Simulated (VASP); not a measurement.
A run of VASP 6.6.1:

The input INCAR:

```
SYSTEM = Sn
PREC = Accurate
ENCUT = 520
EDIFF = 1E-6
ISMEAR = 0
SIGMA = 0.1
LREAL = .FALSE.
LASPH = .TRUE.
NELM = 60
ALGO = Normal
ISIF = 2
LWAVE = .FALSE.
LCHARG = .FALSE.
GGA = CA
NBANDS = 21
```

The input KPOINTS:

```
Automatic mesh
0
G
  12 12 12
  0 0 0
```

The input POSCAR:

```
Sn
1.0
    0.0000000000      3.2370950702      3.2370950702
    3.2370950702      0.0000000000      3.2370950702
    3.2370950702      3.2370950702      0.0000000000
Sn
2
Direct
    0.0000000000      0.0000000000      0.0000000000
    0.2500000000      0.2500000000      0.2500000000
```

Potentials or basis: VASP PAW LDA potentials, release 64 (Sn_d).

Command:

```bash
$ cat potpaw_LDA.64/Sn_d/POTCAR > POTCAR
$ mpirun -np 1 vasp_std > vasp.out
```

Hardware: 1 thread of Intel(R) Xeon(R) Platinum 8259CL CPU @ 2.50GHz (Skylake/Cascade Lake), on a shared host.

How long does it take, and how much memory?

Run time: 57 s on 1 thread of Intel(R) Xeon(R) Platinum 8259CL CPU @ 2.50GHz (Skylake/Cascade Lake) (shared host), peak memory 0.22 GiB. Counts: scf iterations 11, k points 72.
